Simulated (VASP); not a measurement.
TiB2: single point with PBEsol

TiB2:

```
Ti B
1.0
     2.93383    0.00000    0.00000
    -1.46691    2.54077    0.00000
     0.00000    0.00000    3.06583
Ti B
1 2
Direct
  0.00000 0.00000 0.00000
  0.66667 0.33333 0.50000
  0.33333 0.66667 0.50000
```

* Program: VASP 6.6.1
* Task: single point
* Functional: PBEsol
* Potentials or basis: VASP PAW PBE potentials, release 64 (Ti_sv, B)
* Cutoff: 520 eV
* k mesh: 10 × 10 × 8
* Occupations: fermi-dirac, width 0.05 eV
* Spin: no spin polarisation
* Dipole correction: no
* Further INCAR settings: ALGO = Normal; EDIFF = 1e-07; NBANDS = 16

The pressure is 30.4 GPa and the band gap on the k mesh is zero (band 9 reaches 11.84 eV, above the bottom of band 10 at 10.87 eV).

Stress tensor (GPa, compression positive):
```
30.48  0.00  0.00
 0.00 30.48  0.00
 0.00  0.00 30.28
```

Levels at points of the mesh, in eV from the Fermi level:
| k point | band 6 | band 7 | band 8 | band 9 | band 10 | band 11 | band 12 | band 13 |
| --- | --- | --- | --- | --- | --- | --- | --- | --- |
| (0.00, 0.00, 0.00) | -2.90 | -2.90 | -2.30 | -1.98 | 2.36 | 2.36 | 4.49 | 4.49 |
| (0.50, 0.00, 0.00) | -9.27 | -3.35 | -3.33 | -2.53 | 1.72 | 3.27 | 3.87 | 3.95 |
| (0.00, 0.00, 0.50) | -7.97 | -0.49 | -0.49 | -0.25 | -0.25 | 0.58 | 0.58 | 2.31 |
| (0.50, 0.00, 0.50) | -7.57 | -5.06 | -4.17 | -3.05 | 3.20 | 3.51 | 5.57 | 5.64 |

Wall time 21 s on 1 thread of Intel(R) Xeon(R) Platinum 8488C (Sapphire Rapids), with other jobs on the host, peak memory 0.15 GiB.

Caveat: the PAW data sets were made with another functional, which shifts forces and pressure a little.
